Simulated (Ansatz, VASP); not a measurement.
One calculation of S, two programs

```xyz
1
Lattice="10.5000 0.0000 0.0000 0.0000 11.0000 0.0000 0.0000 0.0000 11.5000" Properties=species:S:1:pos:R:3 pbc="T T T"
S     5.2500    5.5500    5.7500
```

Alike in both runs: task single point; functional RPBE; k mesh 1 × 1 × 1; occupations gaussian, width 0.005 eV; collinear spin.

|  | VASP | Ansatz |
| --- | --- | --- |
| version | VASP 6.6.1 | Ansatz 0.2.0 |
| potentials or method | VASP PAW PBE potentials, release 64 (S) | scalar-relativistic, plane waves, PAW |
| plane-wave cutoff (eV) | 400 | 420 |
| valence electrons in the cell | 6 | 6 |

Ansatz gave:

```
net moment per atom (μB)                                      : 2.00
size of the moment on the site where the two differ most (μB) : 2.00
```

Q: What did VASP give for the same quantities?

A: net moment per atom (μB): 2.00; size of the moment on the site where the two differ most (μB): 1.12.

VASP's potentials were made for PBE, not for RPBE. Site moments also hang on the region over which each program counts them. Ansatz's warnings: stability check not made.
